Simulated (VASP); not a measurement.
# Cu (P6_3/mmc) in VASP: a series of runs

The runs below take Cu through single point, relaxation of cell and atoms, with PBE.

Everything below comes from runs of VASP 6.6.1. Logs are shortened: lines on timing, memory, paths and dates and some standing lists are left out, and cuts for length are marked.

## 1. The cell of the first run

The structure is hexagonal, space group P6_3/mmc (No. 194). The conventional cell has a = 2.159 Å, b = 2.159 Å, c = 3.537 Å, α = 90.00°, β = 90.00°, γ = 120.00°. Cu (site symmetry -6m2) has 12 Cu at 2.16 Å within 2.9 Å.

This isn't the form of Cu at room conditions, which is fcc.

## 2. Single point, PBE

The input, INCAR:

```
PREC = Accurate
ENCUT = 520
EDIFF = 1E-6
ISMEAR = -1
SIGMA = 0.1
LREAL = F
LASPH = T
NELM = 60
ALGO = Normal
ISIF = 2
LWAVE = F
LCHARG = T
GGA = PE
LELF = T
LVHAR = T
NBANDS = 18
```

The input, KPOINTS:

```
regular mesh
0
Gamma
  20 20 11
```

The input, POSCAR:

```
Cu
1.0
    2.1593736630      0.0000000000      0.0000000000
   -1.0796868315      1.8700724484      0.0000000000
    0.0000000000      0.0000000000      3.5369174033
Cu
2
Direct
    0.3333333333      0.6666666667      0.2500000000
    0.6666666667      0.3333333333      0.7500000000
```

Potentials or basis: VASP PAW PBE potentials, release 64 (Cu).

On the command line:

```console
$ cat potpaw_PBE.64/Cu/POTCAR > POTCAR
$ mpirun -np 1 vasp_std > vasp.out
```

OUTCAR:

```text
PREC = Accurate
   ENCUT = 520
   EDIFF = 1E-6
   ISMEAR = -1
   LREAL = F
   LASPH = T
   NELM = 60
   ISIF = 2
   GGA = PE

 ion  position               nearest neighbor table
   1  0.333  0.667  0.250-   2 2.16   2 2.16   2 2.16   2 2.16   2 2.16   2 2.16
   2  0.667  0.333  0.750-   1 2.16   1 2.16   1 2.16   1 2.16   1 2.16   1 2.16

  LATTYP: Found a hexagonal cell.
 ALAT       =     2.1593736630
 C/A-ratio  =     1.6379367147

  Lattice vectors:

 A1 = (   2.1593736630,   0.0000000000,   0.0000000000)
 A2 = (  -1.0796868315,   1.8700724484,   0.0000000000)
 A3 = (   0.0000000000,   0.0000000000,   3.5369174033)

Analysis of symmetry for initial positions (statically):
=====================================================================
 Subroutine PRICEL returns:
 Original cell was already a primitive cell.

 Routine SETGRP: Setting up the symmetry group for a
 hexagonal supercell.

 Subroutine GETGRP returns: Found 24 space group operations
 (whereof 12 operations were pure point group operations)
 out of a pool of 24 trial point group operations.

The static configuration has the point symmetry D_3d.
 The point group associated with its full space group is D_6h.

Analysis of symmetry for dynamics (positions and initial velocities):
=====================================================================
 Subroutine PRICEL returns:
 Original cell was already a primitive cell.

 Routine SETGRP: Setting up the symmetry group for a
 hexagonal supercell.

 Subroutine GETGRP returns: Found 24 space group operations
 (whereof 12 operations were pure point group operations)
 out of a pool of 24 trial point group operations.

The dynamic configuration has the point symmetry D_3d.
 The point group associated with its full space group is D_6h.

 Subroutine INISYM returns: Found 24 space group operations
 (whereof 12 operations are pure point group operations),
 and found     1 'primitive' translations

----------------------------------------------------------------------------------------

                                     Primitive cell

  volume of cell :      14.2827

  direct lattice vectors                    reciprocal lattice vectors
     2.159373663  0.000000000  0.000000000     0.463097248  0.267369321  0.000000000
    -1.079686832  1.870072448  0.000000000     0.000000000  0.534738641  0.000000000
     0.000000000  0.000000000  3.536917403     0.000000000  0.000000000  0.282732076

  length of vectors
     2.159373663  2.159373663  3.536917403     0.534738641  0.534738641  0.282732076

  position of ions in fractional coordinates (direct lattice)
     0.333333333  0.666666667  0.250000000
     0.666666667  0.333333333  0.750000000

  ion indices of the primitive-cell ions
   primitive index   ion index
                 1           1
                 2           2

----------------------------------------------------------------------------------------

 KPOINTS: regular mesh

Automatic generation of k-mesh.
 Grid dimensions read from file:
 generate k-points for:   20   20   11

 Generating k-lattice:

  Cartesian coordinates                     Fractional coordinates (reciprocal lattice)
     0.023154862  0.013368466  0.000000000     0.050000000 -0.000000000  0.000000000
     0.000000000  0.026736932  0.000000000     0.000000000  0.050000000  0.000000000
     0.000000000  0.000000000  0.025702916     0.000000000  0.000000000  0.090909091

  Length of vectors
     0.026736932  0.026736932  0.025702916

  Shift w.r.t. Gamma in fractional coordinates (k-lattice)
     0.000000000  0.000000000  0.000000000

 Subroutine IBZKPT returns following result:
 ===========================================

 Found    264 irreducible k-points:

 Following reciprocal coordinates:
            Coordinates               Weight
  0.000000  0.000000  0.000000      1.000000
  0.050000  0.000000  0.000000      6.000000
  0.100000  0.000000  0.000000      6.000000
  0.150000  0.000000  0.000000      6.000000
  0.200000  0.000000  0.000000      6.000000
  0.250000  0.000000  0.000000      6.000000
[... 16 lines left out ...]
  0.200000  0.100000  0.000000     12.000000
  0.250000  0.100000  0.000000     12.000000
 [... further k-points ...]
   k-points           NKPTS =    264   k-points in BZ     NKDIM =    264   number of bands    NBANDS=     18
   number of dos      NEDOS =    301   number of ions     NIONS =      2
   total plane-waves  NPLWV =   7168
   dimension x,y,z NGX =    16 NGY =   16 NGZ =   28
   dimension x,y,z NGXF=    32 NGYF=   32 NGZF=   56
   ions per type =               2
   NGX,Y,Z   is equivalent  to a cutoff of  12.32, 12.32, 13.16 a.u.
   NGXF,Y,Z  is equivalent  to a cutoff of  24.64, 24.64, 26.32 a.u.
 SYSTEM =  unknown system
   PREC   = accura    normal or accurate (medium, high low for compatibility)
   ISTART =      0    job   : 0-new  1-cont  2-samecut
   ICHARG =      2    charge: 1-file 2-atom 10-const
   ISPIN  =      1    spin polarized calculation?
   LNONCOLLINEAR =      F non collinear calculations
   LSORBIT =      F    spin-orbit coupling
   LASPH  =      T    aspherical Exc in radial PAW
   ENCUT  =  520.0 eV  38.22 Ry    6.18 a.u.   4.02  4.02  6.58*2*pi/ulx,y,z
   NELM   =     60;   NELMIN=  2; NELMDL= -5     # of ELM steps
   EDIFF  = 0.1E-05   stopping-criterion for ELM
   LREAL  =      F    real-space projection
   EDIFFG = 0.1E-04   stopping-criterion for IOM
   NSW    =      0    number of steps for IOM
   IBRION =     -1    ionic relax: 0-MD 1-quasi-New 2-CG
   NFREE  =      0    steps in history (QN), initial steepest desc. (CG)
   ISIF   =      2    stress and relaxation
   ISYM   =      2    0-nonsym 1-usesym 2-fastsym
   POTIM  = 0.5000    time-step for ionic-motion
   TEBEG  =    0.0;   TEEND  =   0.0 temperature during run
   PSTRESS=    0.0 pullay stress
   NELECT =      22.0000    total number of electrons
   NUPDOWN=      -1.0000    fix difference up-down
   EMIN   =  10.00;   EMAX   =-10.00  energy-range for DOS
   EFERMI =   0.00;   METHOD = LEGACY
   ISMEAR =    -1;   SIGMA  =   0.10  broadening in eV -4-tet -1-fermi 0-gaus
   EFERMI_NEDOS =   21; number of points for ismear=-14 and -15
   IALGO  =     38    algorithm
   IMIX   =      4    mixing-type and parameters
     AMIX     =   0.40;   BMIX     =  1.00
     AMIX_MAG =   1.60;   BMIX_MAG =  1.00
  volume/ion in A,a.u.               =       7.14        48.19
  Fermi-wavevector in a.u.,A,eV,Ry     =   1.890654  3.572818 48.635001  3.574572
  Thomas-Fermi vector in A             =   2.931973
   LORBIT       =      0    0 simple, 1 ext, 2 COOP (PROOUT), +10 PAW based schemes
   GGA     = PE    functional components
   LHFCALC =     F    Hartree Fock is set to
   AEXX    =    0.0000 exact exchange contribution
   IVDW    =     0    specifies the selected vdW correction
   LEPSILON=     F    determine dielectric tensor
   LRPA    =     F    only Hartree local field effects (RPA)
 non-spin polarized calculation
  energy-cutoff  :      520.00
  volume of cell :       14.28
 maximum number of plane-waves:       396
   NGX =  9   NGY =  9   NGZ = 13

 number of electron      21.9999980 magnetization

 Free energy of the ion-electron system (eV)
  ---------------------------------------------------
  ext. energy  EPLUGINS =         0.00000000
  ---------------------------------------------------
  free energy    TOTEN  =        -2.66621532 eV

  energy without entropy =       -2.64983653  energy(sigma->0) =       -2.65802593

 E-fermi :  16.0100     XC(G=0): -15.9384

 val. band max:       15.9895533060   @ k =   0.5000   0.0000   0.0000
 cond. band min:      16.0183721320   @ k =   0.3500   0.1500   0.2727
 fundamental gap:      0.0288188260
 Fermi energy:        16.0100116508

 k-point     1 :       0.0000    0.0000    0.0000
  band No.  band energies     occupation
      1       1.9207      2.00000
      2       6.8699      2.00000
      3      10.5708      2.00000
      4      10.6974      2.00000
      5      10.6974      2.00000
      6      11.1659      2.00000
[... 10 lines left out ...]
     17      46.6170      0.00000
     18      46.6170      0.00000

 k-point     2 :       0.0500    0.0000    0.0000
  band No.  band energies     occupation
      1       2.0394      2.00000
      2       6.9476      2.00000
      3      10.4434      2.00000
      4      10.7598      2.00000
      5      10.8039      2.00000
      6      11.1312      2.00000
[... 10 lines left out ...]
     17      44.9661      0.00000
     18      46.4194      0.00000

 k-point     3 :       0.1000    0.0000    0.0000
  band No.  band energies     occupation
      1       2.3904      2.00000
      2       7.1677      2.00000
      3      10.2255      2.00000
      4      10.9326      2.00000
      5      10.9432      2.00000
      6      11.0757      2.00000
[... 10 lines left out ...]
     17      44.9534      0.00000
     18      47.2517      0.00000

 k-point     4 :       0.1500    0.0000    0.0000
  band No.  band energies     occupation
      1       2.9579      2.00000
      2       7.4863      2.00000
      3       9.9702      2.00000
      4      10.3972      2.00000
      5      10.8392      2.00000
      6      11.2365      2.00000
[... 10 lines left out ...]
     17      44.0608      0.00000
     18      45.5116      0.00000

 k-point     5 :       0.2000    0.0000    0.0000
  band No.  band energies     occupation
      1       3.7118      2.00000
      2       7.8139      2.00000
      3       9.6958      2.00000
      4       9.7351      2.00000
      5      10.6954      2.00000
      6      11.2906      2.00000
[... 10 lines left out ...]
     17      41.6540      0.00000
     18      45.0438      0.00000

 k-point     6 :       0.2500    0.0000    0.0000
  band No.  band energies     occupation
      1       4.5996      2.00000
      2       8.0087      2.00000
      3       9.0970      2.00000
      4       9.6093      2.00000
      5      10.6210      2.00000
      6      11.0961      2.00000
[... 10 lines left out ...]
     17      39.8167      0.00000
     18      44.4017      0.00000

 k-point     7 :       0.3000    0.0000    0.0000
  band No.  band energies     occupation
      1       5.5313      2.00000
      2       7.9847      2.00000
      3       8.6059      2.00000
      4       9.6338      2.00000
      5      10.6871      2.00000
      6      10.9142      2.00000
[... 10 lines left out ...]
     17      38.4638      0.00000
     18      43.6161      0.00000

 k-point     8 :       0.3500    0.0000    0.0000
  band No.  band energies     occupation
      1       6.3653      2.00000
      2       7.8287      2.00000
      3       8.2239      2.00000
      4       9.7836      2.00000
      5      10.7587      2.00000
      6      10.8696      2.00000
[... 10 lines left out ...]
     17      36.7376      0.00000
     18      42.8705      0.00000
[... 229 lines left out ...]
     17      34.5808      0.00000
     18      41.4737      0.00000

 k-point    20 :       0.4500    0.0500    0.0000
  band No.  band energies     occupation
      1       7.3717      2.00000
      2       7.5478      2.00000
      3       7.7631      2.00000
      4      10.3807      2.00000
      5      10.5175      2.00000
      6      10.6980      2.00000
[... 10 lines left out ...]
     17      33.6197      0.00000
     18      41.2296      0.00000

 k-point    21 :       0.1000    0.1000    0.0000
  band No.  band energies     occupation
      1       3.2902      2.00000
      2       7.6675      2.00000
      3       9.8018      2.00000
      4      10.0961      2.00000
      5      10.8310      2.00000
      6      11.1974      2.00000
[... 10 lines left out ...]
     17      44.3964      0.00000
     18      45.0792      0.00000

 k-point    22 :       0.1500    0.1000    0.0000
  band No.  band energies     occupation
      1       4.0300      2.00000
      2       7.9894      2.00000
      3       9.5194      2.00000
      4       9.5348      2.00000
      5      10.7180      2.00000
      6      10.9681      2.00000
[... 10 lines left out ...]
     17      43.4957      0.00000
     18      43.8848      0.00000

 k-point    23 :       0.2000    0.1000    0.0000
  band No.  band energies     occupation
      1       4.9034      2.00000
      2       8.2038      2.00000
      3       9.0049      2.00000
      4       9.3506      2.00000
      5      10.6624      2.00000
      6      10.7680      2.00000
[... 10 lines left out ...]
     17      42.0391      0.00000
     18      42.5110      0.00000

 k-point    24 :       0.2500    0.1000    0.0000
  band No.  band energies     occupation
      1       5.8238      2.00000
      2       8.1861      2.00000
      3       8.5735      2.00000
      4       9.3464      2.00000
      5      10.6080      2.00000
      6      10.7260      2.00000
[... 10 lines left out ...]
     17      39.9345      0.00000
     18      41.6008      0.00000

 [... further k-points ...]
[... 5 lines left out ...]
  --------------------------------------------------------------------------------------
  -------------------------------------------------------------------------------------
  Total       23.3672218     23.3672218     23.3624008     -0.0000000     -0.0000000     -0.0000000
  in kB     2621.2383449   2621.2383449   2620.6975554     -0.0000000     -0.0000000     -0.0000000
  external PRESSURE =    2621.0580817 kB  Pullay stress =       0.0000000 kB

 VOLUME and BASIS-vectors are now :
 -----------------------------------------------------------------------------
  energy-cutoff  :      520.00
  volume of cell :       14.28
      direct lattice vectors                 reciprocal lattice vectors
     2.159373663  0.000000000  0.000000000     0.463097248  0.267369321  0.000000000
    -1.079686832  1.870072448  0.000000000     0.000000000  0.534738641  0.000000000
     0.000000000  0.000000000  3.536917403     0.000000000  0.000000000  0.282732076

 POSITION                                       TOTAL-FORCE (eV/Angst)
 -----------------------------------------------------------------------------------
     -0.00000      1.24671      0.88423         0.000000      0.000000      0.000000
      1.07969      0.62336      2.65269         0.000000     -0.000000      0.000000
 -----------------------------------------------------------------------------------
    total drift:                               -0.000000      0.000000     -0.000000

  FREE ENERGIE OF THE ION-ELECTRON SYSTEM (eV)
  ---------------------------------------------------
  free  energy   TOTEN  =        -2.6662153221 eV

  energy  without entropy=       -2.6498365318  energy(sigma->0) =       -2.65802593
```

Run time: 57 s. Hardware: 1 thread of Intel Xeon 8259CL, shared host; peak memory 0.17 GiB.

Results:

```
Free energy            : -2.6662 eV
Pressure               : 262.1 GPa
Band gap on the k mesh : zero (bands 11 and 12 overlap by 8.25 eV)
```

Levels at points of the mesh, in eV from the Fermi level:
| k point | band 8 | band 9 | band 10 | band 11 | band 12 | band 13 | band 14 | band 15 |
| --- | --- | --- | --- | --- | --- | --- | --- | --- |
| (0.00, 0.00, 0.00) | -4.21 | -4.21 | -2.90 | -2.63 | -2.63 | 6.95 | 24.93 | 28.85 |
| (0.50, 0.00, 0.00) | -2.39 | -2.31 | -2.18 | -0.02 | 2.82 | 10.55 | 11.74 | 14.20 |

Caveat: the cell stands under pressure.

[end of part 1 of 3]
